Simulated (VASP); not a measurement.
# Ga2O3 (C2/m) in VASP: further runs

The runs below take Ga2O3 through single point, with PBEsol, r2SCAN.

All numbers are computed with VASP 6.6.1; they aren't measurements. Logs are shortened: lines on timing, memory, paths and dates and some standing lists are left out, and cuts for length are marked.

**1. The cell of the first run**

The structure is monoclinic, space group C2/m (No. 12). Conventional cell: a = 12.214 Å, b = 3.037 Å, c = 5.798 Å, α = 90.00°, β = 103.83°, γ = 90.00°. Ga (site symmetry m) has 6 O at 1.94 to 2.07 Å within 2.6 Å. Within 2.4 Å of Ga (site symmetry m) lie 4 O at 1.83 to 1.86 Å. Within 2.4 Å of O (site symmetry m) lie 3 Ga at 1.83 to 1.94 Å. Within 2.5 Å of O (site symmetry m) lie 4 Ga at 1.86 to 2.07 Å. O (site symmetry m) has 3 Ga at 1.83 to 1.94 Å within 2.4 Å.

**2. Single point, PBEsol**

Input file INCAR:

```
PREC = Accurate
ENCUT = 520
EDIFF = 1E-6
ISMEAR = -1
SIGMA = 0.05
LREAL = False
LASPH = True
NELM = 80
ALGO = Normal
ISIF = 2
LWAVE = False
LCHARG = False
GGA = PS
NBANDS = 55
```

Input file KPOINTS:

```
Automatic mesh
0
Gamma
  9 9 5
```

Input file POSCAR:

```
Ga2O3
1.0
    6.1070000000     -1.5185500000      0.0000000000
    6.1070000000      1.5185500000      0.0000000000
   -1.3859888959      0.0000000000      5.6300087380
Ga O
4 6
Direct
    0.3413400000      0.3413400000      0.6859800000
    0.6586600000      0.6586600000      0.3140200000
    0.9095000000      0.9095000000      0.2054000000
    0.0905000000      0.0905000000      0.7946000000
    0.5041000000      0.5041000000      0.7434000000
    0.4959000000      0.4959000000      0.2566000000
    0.8267000000      0.8267000000      0.4368000000
    0.1733000000      0.1733000000      0.5632000000
    0.8355000000      0.8355000000      0.8902000000
    0.1645000000      0.1645000000      0.1098000000
```

Potentials or basis: VASP PAW PBE potentials, release 64 (Ga_d, O).

The run is started by

```bash
$ cat potpaw_PBE.64/Ga_d/POTCAR potpaw_PBE.64/O/POTCAR > POTCAR
$ mpirun -np 1 vasp_std > vasp.out
```

OUTCAR:

```text
PREC = Accurate
   ENCUT = 520
   EDIFF = 1E-6
   ISMEAR = -1
   LREAL = False
   LASPH = True
   NELM = 80
   ISIF = 2
   GGA = PS

 ion  position               nearest neighbor table
   1  0.341  0.341  0.686-   5 1.94   9 1.94   9 1.94   8 2.01   7 2.07   7 2.07
   2  0.659  0.659  0.314-   6 1.94  10 1.94  10 1.94   7 2.01   8 2.07   8 2.07
   3  0.910  0.910  0.205-   6 1.83   6 1.83   9 1.83   7 1.86
   4  0.090  0.090  0.795-   5 1.83   5 1.83  10 1.83   8 1.86
   5  0.504  0.504  0.743-   4 1.83   4 1.83   1 1.94
   6  0.496  0.496  0.257-   3 1.83   3 1.83   2 1.94
   7  0.827  0.827  0.437-   3 1.86   2 2.01   1 2.07   1 2.07
   8  0.173  0.173  0.563-   4 1.86   1 2.01   2 2.07   2 2.07
   9  0.836  0.836  0.890-   3 1.83   1 1.94   1 1.94
  10  0.164  0.164  0.110-   4 1.83   2 1.94   2 1.94

  LATTYP: Found a base centered monoclinic cell.
 ALAT       =    12.2140000000
 B/A-ratio  =     0.2486572785
 C/A-ratio  =     0.4747093499
 COS(beta)  =    -0.2390419096

  Lattice vectors:

 A1 = (   6.1070000000,  -1.5185500000,   0.0000000000)
 A2 = (   6.1070000000,   1.5185500000,   0.0000000000)
 A3 = (  -1.3859888959,   0.0000000000,   5.6300087380)

Analysis of symmetry for initial positions (statically):
=====================================================================
 Subroutine PRICEL returns:
 Original cell was already a primitive cell.

 Routine SETGRP: Setting up the symmetry group for a
 base centered monoclinic supercell.

 Subroutine GETGRP returns: Found  4 space group operations
 (whereof  4 operations were pure point group operations)
 out of a pool of  4 trial point group operations.

The static configuration has the point symmetry C_2h.

Analysis of symmetry for dynamics (positions and initial velocities):
=====================================================================
 Subroutine PRICEL returns:
 Original cell was already a primitive cell.

 Routine SETGRP: Setting up the symmetry group for a
 base centered monoclinic supercell.

 Subroutine GETGRP returns: Found  4 space group operations
 (whereof  4 operations were pure point group operations)
 out of a pool of  4 trial point group operations.

The dynamic configuration has the point symmetry C_2h.

 Subroutine INISYM returns: Found  4 space group operations
 (whereof  4 operations are pure point group operations),
 and found     1 'primitive' translations

[... 117 lines left out ...]
   ISYM   =      2    0-nonsym 1-usesym 2-fastsym
   POTIM  = 0.5000    time-step for ionic-motion
   TEBEG  =    0.0;   TEEND  =   0.0 temperature during run
   PSTRESS=    0.0 pullay stress
   NELECT =      88.0000    total number of electrons
   NUPDOWN=      -1.0000    fix difference up-down
   EMIN   =  10.00;   EMAX   =-10.00  energy-range for DOS
   EFERMI =   0.00;   METHOD = LEGACY
   ISMEAR =    -1;   SIGMA  =   0.05  broadening in eV -4-tet -1-fermi 0-gaus
   EFERMI_NEDOS =   21; number of points for ismear=-14 and -15
   IALGO  =     38    algorithm
   IMIX   =      4    mixing-type and parameters
     AMIX     =   0.40;   BMIX     =  1.00
     AMIX_MAG =   1.60;   BMIX_MAG =  1.00
  volume/ion in A,a.u.               =      10.44        70.47
  Fermi-wavevector in a.u.,A,eV,Ry     =   1.546335  2.922150 32.533613  2.391153
  Thomas-Fermi vector in A             =   2.651586
   LORBIT       =      0    0 simple, 1 ext, 2 COOP (PROOUT), +10 PAW based schemes
   GGA     = PS    functional components
   LHFCALC =     F    Hartree Fock is set to
   AEXX    =    0.0000 exact exchange contribution
   IVDW    =     0    specifies the selected vdW correction
   LEPSILON=     F    determine dielectric tensor
   LRPA    =     F    only Hartree local field effects (RPA)
 non-spin polarized calculation
  energy-cutoff  :      520.00
  volume of cell :      104.42
 maximum number of plane-waves:      2841
   NGX = 23   NGY = 23   NGZ = 21

 number of electron      88.0000020 magnetization

 Free energy of the ion-electron system (eV)
  ---------------------------------------------------
  ext. energy  EPLUGINS =         0.00000000
  ---------------------------------------------------
  free energy    TOTEN  =       -63.88033670 eV

  energy without entropy =      -63.88033670  energy(sigma->0) =      -63.88033670

 E-fermi :   4.9159     XC(G=0): -11.9190

 val. band max:        3.7660967108   @ k =  -0.4444   0.4444   0.4000
 cond. band min:       6.1066709420   @ k =   0.0000   0.0000   0.0000
 fundamental gap:      2.3405742312
 Fermi energy:         4.9159137337

 k-point     1 :       0.0000    0.0000    0.0000
  band No.  band energies     occupation
      1     -15.1609      2.00000
      2     -13.9608      2.00000
      3     -13.9274      2.00000
      4     -13.8091      2.00000
      5     -13.3265      2.00000
      6     -13.3123      2.00000
[... 1381 lines left out ...]
     54      15.8059      0.00000
     55      16.1350      0.00000

 [... further k-points ...]

------------------------ aborting loop because EDIFF is reached ----------------------------------------

  FORCE on cell =-STRESS in cart. coord.  units (eV):
  Direction    XX          YY          ZZ          XY          YZ          ZX
  --------------------------------------------------------------------------------------
  -------------------------------------------------------------------------------------
  Total        1.7989394      2.1125689      1.5141981      0.0000000      0.0000000      0.0440839
  in kB       27.6013951     32.4134597     23.2325667      0.0000000      0.0000000      0.6763861
  external PRESSURE =      27.7491405 kB  Pullay stress =       0.0000000 kB

 VOLUME and BASIS-vectors are now :
 -----------------------------------------------------------------------------
  energy-cutoff  :      520.00
  volume of cell :      104.42
      direct lattice vectors                 reciprocal lattice vectors
     6.107000000 -1.518550000  0.000000000     0.081873260 -0.329261467  0.020155462
     6.107000000  1.518550000  0.000000000     0.081873260  0.329261467  0.020155462
    -1.385988896  0.000000000  5.630008738     0.000000000  0.000000000  0.177619618

 POSITION                                       TOTAL-FORCE (eV/Angst)
 -----------------------------------------------------------------------------------
      3.21837      0.00000      3.86207         0.028900      0.000000     -0.039722
      7.60965      0.00000      1.76794        -0.028900      0.000000      0.039722
     10.82395      0.00000      1.15640        -0.056826      0.000000     -0.065524
      0.00406      0.00000      4.47360         0.056826      0.000000      0.065524
      5.12673      0.00000      4.18535        -0.110159      0.000000     -0.027227
      5.70128      0.00000      1.44466         0.110159      0.000000      0.027227
      9.49191      0.00000      2.45919        -0.006637      0.000000      0.045572
      1.33610      0.00000      3.17082         0.006637      0.000000     -0.045572
      8.97099      0.00000      5.01183        -0.094484      0.000000      0.063890
      1.85702      0.00000      0.61817         0.094484      0.000000     -0.063890
 -----------------------------------------------------------------------------------
    total drift:                                0.000000      0.000000      0.000000

  FREE ENERGIE OF THE ION-ELECTRON SYSTEM (eV)
  ---------------------------------------------------
  free  energy   TOTEN  =       -63.8803367009 eV

  energy  without entropy=      -63.8803367009  energy(sigma->0) =      -63.88033670
```

stdout:

```text
POSCAR found type information on POSCAR GaO
 POSCAR found :  2 types and      10 ions
 scaLAPACK will be used
 -----------------------------------------------------------------------------
|                                                                             |
|                                                                             |
|     You enforced a specific xc type in the INCAR file but a different       |
|     I HOPE YOU KNOW WHAT YOU ARE DOING!                                     |
|                                                                             |
 -----------------------------------------------------------------------------

 LDA part: xc-table for (Slater+PW92), standard interpolation
 POSCAR, INCAR and KPOINTS ok, starting setup
 FFT: planning ... GRIDC
 FFT: planning ... GRID_SOFT
 FFT: planning ... GRID
 WAVECAR not read
 entering main loop
```

It took 36 min on 1 thread of Intel Xeon 8259CL, shared host; peak memory 0.65 GiB.

Results:

| Property | Result |
| --- | --- |
| Free energy | -63.8803 eV |
| Pressure | 2.8 GPa |
| Largest force | 0.114 eV/Å |
| Band gap on the k mesh | 2.34 eV (least direct gap 2.36 eV) |

Forces in eV/Å, atoms in the order of the input:
```
Ga   0.029  0.000 -0.040
Ga  -0.029  0.000  0.040
Ga  -0.057  0.000 -0.066
Ga   0.057  0.000  0.066
O   -0.110  0.000 -0.027
O    0.110  0.000  0.027
O   -0.007  0.000  0.046
O    0.007  0.000 -0.046
O   -0.094  0.000  0.064
O    0.094  0.000 -0.064
```

Levels at points of the mesh, in eV from the valence-band top:
```csv
k point,band 40,band 41,band 42,band 43,band 44,band 45,band 46,band 47,band 48,band 49
"(0.00, 0.00, 0.00)",-0.68,-0.67,-0.48,-0.29,-0.02,2.34,5.64,6.63,6.71,7.66
```

Caveat: the PAW data sets were made with another functional, which shifts forces and pressure a little. A k mesh can miss the band edges.

**3. Single point, r2SCAN**

This run uses another cell than the first one, of 10.51 Å³/atom.

Input file POSCAR:

```
Ga2O3
1.0
    6.1277564843     -1.5198160645      0.0018938459
    6.1277564843      1.5198160645      0.0018938459
   -1.3889536720      0.0000000000      5.6402464447
Ga O
4 6
Direct
    0.3412130103      0.3412130103      0.6857108436
    0.6587869897      0.6587869897      0.3142891564
    0.9095355277      0.9095355277      0.2053928235
    0.0904644723      0.0904644723      0.7946071765
    0.5037002987      0.5037002987      0.7437531630
    0.4962997013      0.4962997013      0.2562468370
    0.8266481304      0.8266481304      0.4364734967
    0.1733518696      0.1733518696      0.5635265033
    0.8358338612      0.8358338612      0.8909193379
    0.1641661388      0.1641661388      0.1090806621
```

Input file INCAR.step1:

```
SYSTEM = Ga2O3
ALGO = Normal
EDIFF = 1E-5
ENCUT = 660
GGA = PE
GGA_COMPAT = .FALSE.
ISMEAR = -1
KPAR = 4
LASPH = .TRUE.
LCHARG = .FALSE.
LREAL = .FALSE.
LWAVE = .TRUE.
NBANDS = 55
NELM = 120
PREC = Accurate
SIGMA = 0.05
```

Input file INCAR.step2:

```
SYSTEM = Ga2O3
ALGO = Normal
EDIFF = 1E-6
ENCUT = 660
GGA_COMPAT = .FALSE.
ISIF = 2
ISMEAR = -1
ISTART = 1
KPAR = 4
LASPH = .TRUE.
LCHARG = .TRUE.
LMIXTAU = .TRUE.
LREAL = .FALSE.
LVHAR = .TRUE.
LWAVE = .FALSE.
METAGGA = R2SCAN
NBANDS = 55
NELM = 120
PREC = Accurate
SIGMA = 0.05
```

Input file KPOINTS:

```
k-points
0
G
  9 9 5
  0 0 0
```

Potentials or basis: VASP PAW PBE potentials, release 64 (Ga_d, O).

The run is started by

```bash
$ cat potpaw_PBE.64/Ga_d/POTCAR potpaw_PBE.64/O/POTCAR > POTCAR
$ cp INCAR.step1 INCAR
$ mpirun -np 4 vasp_std > vasp.out
$ cp INCAR.step2 INCAR
$ mpirun -np 4 vasp_std > vasp.out
```

Run time: 21 min. Hardware: 4 MPI ranks of Intel Xeon Platinum 8559C (Emerald Rapids), shared host; peak memory 0.86 GiB.

Results (log left out):

```yaml
Free_energy: -102.4824 eV
Pressure: 1.5 GPa
Largest_force: 0.083 eV/Å
Band_gap_on_the_k_mesh: 3.01 eV (least direct gap 3.04 eV)
```

Forces on the atoms (eV/Å):
```
Ga   0.008  0.000 -0.056
Ga  -0.008  0.000  0.056
Ga  -0.028  0.000 -0.004
Ga   0.028  0.000  0.004
O   -0.078  0.000 -0.030
O    0.078  0.000  0.030
O   -0.024  0.000  0.056
O    0.024  0.000 -0.056
O   -0.061  0.000 -0.023
O    0.061  0.000  0.023
```

Stress tensor (GPa, compression positive):
```
1.36 0.00 0.06
0.00 1.70 0.00
0.06 0.00 1.40
```

Levels at points of the mesh, in eV from the valence-band top:
```csv
k point,band 42,band 43,band 44,band 45,band 46,band 47
"(0.00, 0.00, 0.00)",-0.48,-0.27,-0.02,3.01,6.38,7.43
```

Caveat: the PAW data sets were made with another functional, which shifts forces and pressure a little. A k mesh can miss the band edges.
